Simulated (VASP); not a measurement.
# LaH3O3 (P6_3/m) in VASP: single point with LDA

Aim: the single point of LaH3O3 with LDA.

Everything below comes from runs of VASP 6.6.1. Logs are shortened: lines on timing, memory, paths and dates and some standing lists are left out, and cuts for length are marked.

**1. The cell of the first run**

The structure is hexagonal, space group P6_3/m (No. 176). Conventional cell: a = 6.392 Å, b = 6.392 Å, c = 3.747 Å, α = 90.00°, β = 90.00°, γ = 120.00°. Within 3.3 Å of La (site symmetry -6) lie 9 O at 2.49 to 2.54 Å and 12 H at 2.86 to 3.26 Å. H (site symmetry m) has 1 O at 0.98 Å within 1.3 Å. O (site symmetry m) has 1 H at 0.98 Å within 1.3 Å.

**2. Single point, LDA**

The input, INCAR:

```
SYSTEM = LaH3O3
  ALGO = Normal
  EDIFF = 1E-7
  ENCUT = 520
  ISIF = 2
  ISMEAR = 0
  LASPH = .True.
  LCHARG = .True.
  LELF = .True.
  LREAL = .False.
  LVHAR = .True.
  LWAVE = .False.
  NBANDS = 45
  NELM = 60
  PREC = Accurate
  SIGMA = 0.02
```

The input, KPOINTS:

```
k-points
0
Gamma
  6 6 6
  0 0 0
```

The input, POSCAR:

```
LaH3O3
1.0
    6.3918307280      0.0000000000      0.0000000000
   -3.1959153640      5.5354877871      0.0000000000
    0.0000000000      0.0000000000      3.7468499365
La H O
2 6 6
Direct
    0.3333333333      0.6666666667      0.2500000000
    0.6666666667      0.3333333333      0.7500000000
    0.2766910051      0.1310119128      0.2500000000
    0.1456790923      0.2766910051      0.7500000000
    0.8689880872      0.1456790923      0.2500000000
    0.7233089949      0.8689880872      0.7500000000
    0.8543209077      0.7233089949      0.2500000000
    0.1310119128      0.8543209077      0.7500000000
    0.3862417228      0.3057348947      0.2500000000
    0.0805068281      0.3862417228      0.7500000000
    0.6942651053      0.0805068281      0.2500000000
    0.6137582772      0.6942651053      0.7500000000
    0.9194931719      0.6137582772      0.2500000000
    0.3057348947      0.9194931719      0.7500000000
```

Potentials or basis: VASP PAW LDA potentials, release 64 (La, H, O).

Launch:

```console
> cat potpaw_LDA.64/La/POTCAR potpaw_LDA.64/H/POTCAR potpaw_LDA.64/O/POTCAR > POTCAR
> mpirun -np 1 vasp_std > vasp.out
```

OUTCAR:

```text
SYSTEM = LaH3O3
   EDIFF = 1E-7
   ENCUT = 520
   ISIF = 2
   ISMEAR = 0
   LASPH = .True.
   LREAL = .False.
   NELM = 60
   PREC = Accurate

 ion  position               nearest neighbor table
   1  0.333  0.667  0.250-  13 2.49  11 2.49   9 2.49  14 2.54  14 2.54  10 2.54  10 2.54  12 2.54
                            12 2.54
   2  0.667  0.333  0.750-  10 2.49  14 2.49  12 2.49  11 2.54  11 2.54  13 2.54  13 2.54   9 2.54
                             9 2.54
   3  0.277  0.131  0.250-   9 0.98
   4  0.146  0.277  0.750-  10 0.98
   5  0.869  0.146  0.250-  11 0.98
   6  0.723  0.869  0.750-  12 0.98
   7  0.854  0.723  0.250-  13 0.98
   8  0.131  0.854  0.750-  14 0.98
   9  0.386  0.306  0.250-   3 0.98   1 2.49   2 2.54   2 2.54
  10  0.081  0.386  0.750-   4 0.98   2 2.49   1 2.54   1 2.54
  11  0.694  0.081  0.250-   5 0.98   1 2.49   2 2.54   2 2.54
  12  0.614  0.694  0.750-   6 0.98   2 2.49   1 2.54   1 2.54
  13  0.919  0.614  0.250-   7 0.98   1 2.49   2 2.54   2 2.54
  14  0.306  0.919  0.750-   8 0.98   2 2.49   1 2.54   1 2.54

  LATTYP: Found a hexagonal cell.
 ALAT       =     6.3918307280
 C/A-ratio  =     0.5861935486

  Lattice vectors:

 A1 = (   6.3918307280,   0.0000000000,   0.0000000000)
 A2 = (  -3.1959153640,   5.5354877871,   0.0000000000)
 A3 = (   0.0000000000,   0.0000000000,   3.7468499365)

Analysis of symmetry for initial positions (statically):
=====================================================================
 Subroutine PRICEL returns:
 Original cell was already a primitive cell.

 Routine SETGRP: Setting up the symmetry group for a
 hexagonal supercell.

 Subroutine GETGRP returns: Found 12 space group operations
 (whereof  6 operations were pure point group operations)
 out of a pool of 24 trial point group operations.

The static configuration has the point symmetry S_6 .
 The point group associated with its full space group is C_6h.

Analysis of symmetry for dynamics (positions and initial velocities):
=====================================================================
 Subroutine PRICEL returns:
 Original cell was already a primitive cell.

 Routine SETGRP: Setting up the symmetry group for a
 hexagonal supercell.

 Subroutine GETGRP returns: Found 12 space group operations
 (whereof  6 operations were pure point group operations)
 out of a pool of 24 trial point group operations.

The dynamic configuration has the point symmetry S_6 .
 The point group associated with its full space group is C_6h.

 Subroutine INISYM returns: Found 12 space group operations
 (whereof  6 operations are pure point group operations),
 and found     1 'primitive' translations

----------------------------------------------------------------------------------------

                                     Primitive cell

  volume of cell :     132.5707

  direct lattice vectors                    reciprocal lattice vectors
     6.391830728  0.000000000  0.000000000     0.156449700  0.090326276  0.000000000
    -3.195915364  5.535487787  0.000000000     0.000000000  0.180652553  0.000000000
     0.000000000  0.000000000  3.746849936     0.000000000  0.000000000  0.266890860

  length of vectors
     6.391830728  6.391830728  3.746849936     0.180652553  0.180652553  0.266890860

  position of ions in fractional coordinates (direct lattice)
     0.333333333  0.666666667  0.250000000
     0.666666667  0.333333333  0.750000000
     0.276691005  0.131011913  0.250000000
     0.145679092  0.276691005  0.750000000
     0.868988087  0.145679092  0.250000000
     0.723308995  0.868988087  0.750000000
     0.854320908  0.723308995  0.250000000
     0.131011913  0.854320908  0.750000000
     0.386241723  0.305734895  0.250000000
     0.080506828  0.386241723  0.750000000
     0.694265105  0.080506828  0.250000000
     0.613758277  0.694265105  0.750000000
     0.919493172  0.613758277  0.250000000
     0.305734895  0.919493172  0.750000000

  ion indices of the primitive-cell ions
   primitive index   ion index
                 1           1
                 2           2
                 3           3
                 4           4
                 5           5
                 6           6
                 7           7
                 8           8
                 9           9
                10          10
                11          11
                12          12
                13          13
                14          14

----------------------------------------------------------------------------------------

 KPOINTS: k-points

Automatic generation of k-mesh.
 Grid dimensions read from file:
 generate k-points for:    6    6    6

 Generating k-lattice:

  Cartesian coordinates                     Fractional coordinates (reciprocal lattice)
     0.026074950  0.015054379  0.000000000     0.166666667  0.000000000  0.000000000
     0.000000000  0.030108759  0.000000000     0.000000000  0.166666667  0.000000000
     0.000000000  0.000000000  0.044481810     0.000000000  0.000000000  0.166666667

  Length of vectors
     0.030108759  0.030108759  0.044481810

  Shift w.r.t. Gamma in fractional coordinates (k-lattice)
     0.000000000  0.000000000  0.000000000

 Subroutine IBZKPT returns following result:
 ===========================================

 Found     32 irreducible k-points:

 Following reciprocal coordinates:
            Coordinates               Weight
  0.000000  0.000000  0.000000      1.000000
  0.166667  0.000000  0.000000      6.000000
  0.333333  0.000000  0.000000      6.000000
  0.500000 -0.000000  0.000000      3.000000
  0.166667  0.166667  0.000000      6.000000
  0.333333  0.166667  0.000000      6.000000
[... 16 lines left out ...]
 -0.333333  0.500000 -0.333333     12.000000
  0.333333  0.333333  0.333333      4.000000
 [... further k-points ...]
   k-points           NKPTS =     32   k-points in BZ     NKDIM =     32   number of bands    NBANDS=     45
   number of dos      NEDOS =    301   number of ions     NIONS =     14
   total plane-waves  NPLWV =  64512
   dimension x,y,z NGX =    48 NGY =   48 NGZ =   28
   dimension x,y,z NGXF=    96 NGYF=   96 NGZF=   56
   ions per type =               2   6   6
   NGX,Y,Z   is equivalent  to a cutoff of  12.48, 12.48, 12.42 a.u.
   NGXF,Y,Z  is equivalent  to a cutoff of  24.97, 24.97, 24.85 a.u.
 SYSTEM =  LaH3O3
   PREC   = accura    normal or accurate (medium, high low for compatibility)
   ISTART =      0    job   : 0-new  1-cont  2-samecut
   ICHARG =      2    charge: 1-file 2-atom 10-const
   ISPIN  =      1    spin polarized calculation?
   LNONCOLLINEAR =      F non collinear calculations
   LSORBIT =      F    spin-orbit coupling
   LASPH  =      T    aspherical Exc in radial PAW
   ENCUT  =  520.0 eV  38.22 Ry    6.18 a.u.  11.88 11.88  6.97*2*pi/ulx,y,z
   NELM   =     60;   NELMIN=  2; NELMDL= -5     # of ELM steps
   EDIFF  = 0.1E-06   stopping-criterion for ELM
   LREAL  =      F    real-space projection
   EDIFFG = 0.1E-05   stopping-criterion for IOM
   NSW    =      0    number of steps for IOM
   IBRION =     -1    ionic relax: 0-MD 1-quasi-New 2-CG
   NFREE  =      0    steps in history (QN), initial steepest desc. (CG)
   ISIF   =      2    stress and relaxation
   ISYM   =      2    0-nonsym 1-usesym 2-fastsym
   POTIM  = 0.5000    time-step for ionic-motion
   TEBEG  =    0.0;   TEEND  =   0.0 temperature during run
   PSTRESS=    0.0 pullay stress
   NELECT =      64.0000    total number of electrons
   NUPDOWN=      -1.0000    fix difference up-down
   EMIN   =  10.00;   EMAX   =-10.00  energy-range for DOS
   EFERMI =   0.00;   METHOD = LEGACY
   ISMEAR =     0;   SIGMA  =   0.02  broadening in eV -4-tet -1-fermi 0-gaus
   EFERMI_NEDOS =   21; number of points for ismear=-14 and -15
   IALGO  =     38    algorithm
   IMIX   =      4    mixing-type and parameters
     AMIX     =   0.40;   BMIX     =  1.00
     AMIX_MAG =   1.60;   BMIX_MAG =  1.00
  volume/ion in A,a.u.               =       9.47        63.90
  Fermi-wavevector in a.u.,A,eV,Ry     =   1.284258  2.426896 22.440348  1.649319
  Thomas-Fermi vector in A             =   2.416463
   LORBIT       =      0    0 simple, 1 ext, 2 COOP (PROOUT), +10 PAW based schemes
   GGA     = CA    functional components
   LHFCALC =     F    Hartree Fock is set to
   AEXX    =    0.0000 exact exchange contribution
   IVDW    =     0    specifies the selected vdW correction
   LEPSILON=     F    determine dielectric tensor
   LRPA    =     F    only Hartree local field effects (RPA)
 non-spin polarized calculation
 Gauss-broadening in eV      SIGMA  =   0.02
  energy-cutoff  :      520.00
  volume of cell :      132.57
 maximum number of plane-waves:      3614
   NGX = 23   NGY = 23   NGZ = 13

 number of electron      63.9999969 magnetization

 Free energy of the ion-electron system (eV)
  ---------------------------------------------------
  ext. energy  EPLUGINS =         0.00000000
  ---------------------------------------------------
  free energy    TOTEN  =       -94.21173070 eV

  energy without entropy =      -94.21173070  energy(sigma->0) =      -94.21173070

 E-fermi :   3.5610     XC(G=0): -10.6277

 val. band max:        3.4122648906   @ k =   0.0000   0.0000   0.0000
 cond. band min:       7.0855406472   @ k =   0.0000   0.0000   0.0000
 fundamental gap:      3.6732757565
 Fermi energy:         3.5609633033

 k-point     1 :       0.0000    0.0000    0.0000
  band No.  band energies     occupation
      1     -26.0025      2.00000
      2     -25.8661      2.00000
      3     -14.5543      2.00000
      4     -14.4150      2.00000
      5     -14.4150      2.00000
      6     -14.3641      2.00000
[... 36 lines left out ...]
     43       8.8437      0.00000
     44       8.9362      0.00000

 k-point     2 :       0.1667    0.0000    0.0000
  band No.  band energies     occupation
      1     -25.9944      2.00000
      2     -25.8741      2.00000
      3     -14.6978      2.00000
      4     -14.5956      2.00000
      5     -14.4857      2.00000
      6     -14.1595      2.00000
[... 36 lines left out ...]
     43       8.9059      0.00000
     44       8.9327      0.00000

 k-point     3 :       0.3333    0.0000    0.0000
  band No.  band energies     occupation
      1     -25.9737      2.00000
      2     -25.8949      2.00000
      3     -14.8746      2.00000
      4     -14.7340      2.00000
      5     -14.4773      2.00000
      6     -13.9626      2.00000
[... 36 lines left out ...]
     43       8.9353      0.00000
     44       8.9449      0.00000

 k-point     4 :       0.5000   -0.0000    0.0000
  band No.  band energies     occupation
      1     -25.9570      2.00000
      2     -25.9116      2.00000
      3     -14.9398      2.00000
      4     -14.7829      2.00000
      5     -14.4710      2.00000
      6     -13.8702      2.00000
[... 882 lines left out ...]
     43       8.8703      0.00000
     44       8.8963      0.00000

 k-point    23 :      -0.3333    0.5000   -0.3333
  band No.  band energies     occupation
      1     -25.8650      2.00000
      2     -25.8417      2.00000
      3     -14.7523      2.00000
      4     -14.6929      2.00000
      5     -14.5050      2.00000
      6     -14.1445      2.00000
[... 36 lines left out ...]
     43       8.8793      0.00000
     44       8.8974      0.00000

 k-point    24 :       0.3333    0.3333    0.3333
  band No.  band energies     occupation
      1     -25.8533      2.00000
      2     -25.8533      2.00000
      3     -14.7107      2.00000
      4     -14.7107      2.00000
      5     -14.6059      2.00000
      6     -14.0069      2.00000
[... 36 lines left out ...]
     43       8.8635      0.00000
     44       8.8983      0.00000

 [... further k-points ...]

 [bands above 44 left out]

------------------------ aborting loop because EDIFF is reached ----------------------------------------

  FORCE on cell =-STRESS in cart. coord.  units (eV):
  Direction    XX          YY          ZZ          XY          YZ          ZX
  --------------------------------------------------------------------------------------
  -------------------------------------------------------------------------------------
  Total        0.3548495      0.3548495     -0.1383923     -0.0000001     -0.0000000      0.0000000
  in kB        4.2885190      4.2885190     -1.6725345     -0.0000006     -0.0000000      0.0000000
  external PRESSURE =       2.3015012 kB  Pullay stress =       0.0000000 kB

 VOLUME and BASIS-vectors are now :
 -----------------------------------------------------------------------------
  energy-cutoff  :      520.00
  volume of cell :      132.57
      direct lattice vectors                 reciprocal lattice vectors
     6.391830728  0.000000000  0.000000000     0.156449700  0.090326276  0.000000000
    -3.195915364  5.535487787  0.000000000     0.000000000  0.180652553  0.000000000
     0.000000000  0.000000000  3.746849936     0.000000000  0.000000000  0.266890860

 POSITION                                       TOTAL-FORCE (eV/Angst)
 -----------------------------------------------------------------------------------
     -0.00000      3.69033      0.93671        -0.000000     -0.000000     -0.000000
      3.19592      1.84516      2.81014        -0.000000     -0.000000      0.000000
      1.34986      0.72521      0.93671        -0.024594     -0.194954     -0.000000
      0.04688      1.53162      2.81014         0.156538     -0.118776      0.000000
      5.08885      0.80640      0.93671         0.181132      0.076178      0.000000
      1.84606      4.81027      2.81014         0.024594      0.194954      0.000000
      3.14904      4.00387      0.93671        -0.156538      0.118776     -0.000000
     -1.89293      4.72908      2.81014        -0.181132     -0.076178      0.000000
      1.49169      1.69239      0.93671         0.008050      0.183240     -0.000000
     -0.71981      2.13804      2.81014        -0.154666      0.098591      0.000000
      4.18033      0.44564      0.93671        -0.162716     -0.084649      0.000000
      1.70423      3.84310      2.81014        -0.008050     -0.183240      0.000000
      3.91573      3.39745      0.93671         0.154666     -0.098591      0.000000
     -0.98442      5.08984      2.81014         0.162716      0.084649     -0.000000
 -----------------------------------------------------------------------------------
    total drift:                               -0.000001      0.000000     -0.000000

  FREE ENERGIE OF THE ION-ELECTRON SYSTEM (eV)
  ---------------------------------------------------
  free  energy   TOTEN  =       -94.2117307024 eV

  energy  without entropy=      -94.2117307024  energy(sigma->0) =      -94.21173070
```

It took 3.2 min on 1 thread of Intel Xeon Platinum 8488C (Sapphire Rapids), shared host; peak memory 0.31 GiB.

What came out:

- Free energy: -94.2117 eV
- Pressure: 0.2 GPa
- Largest force: 0.196 eV/Å
- Band gap on the k mesh: 3.67 eV, direct

Forces on the atoms (eV/Å):
```
La   0.000  0.000  0.000
La   0.000  0.000  0.000
H   -0.025 -0.195  0.000
H    0.157 -0.119  0.000
H    0.181  0.076  0.000
H    0.025  0.195  0.000
H   -0.157  0.119  0.000
H   -0.181 -0.076  0.000
O    0.008  0.183  0.000
O   -0.155  0.099  0.000
O   -0.163 -0.085  0.000
O   -0.008 -0.183  0.000
O    0.155 -0.099  0.000
O    0.163  0.085  0.000
```

Stress tensor (GPa, compression positive):
```
 0.43  0.00  0.00
 0.00  0.43  0.00
 0.00  0.00 -0.17
```

Levels at points of the mesh, in eV from the valence-band top:
```
           k point  band 30  band 31  band 32  band 33  band 34  band 35
(0.00, 0.00, 0.00)    -0.77    -0.77     0.00     3.67     4.80     5.26
(0.50, 0.00, 0.00)    -0.79    -0.75    -0.49     4.44     5.06     5.08
(0.00, 0.00, 0.50)    -0.94    -0.94    -0.94     5.05     5.05     5.27
(0.50, 0.00, 0.50)    -0.80    -0.73    -0.73     5.08     5.08     5.18
```

Caveat: spin-orbit coupling is left out, which moves the levels of the heavy elements. A k mesh can miss the band edges.
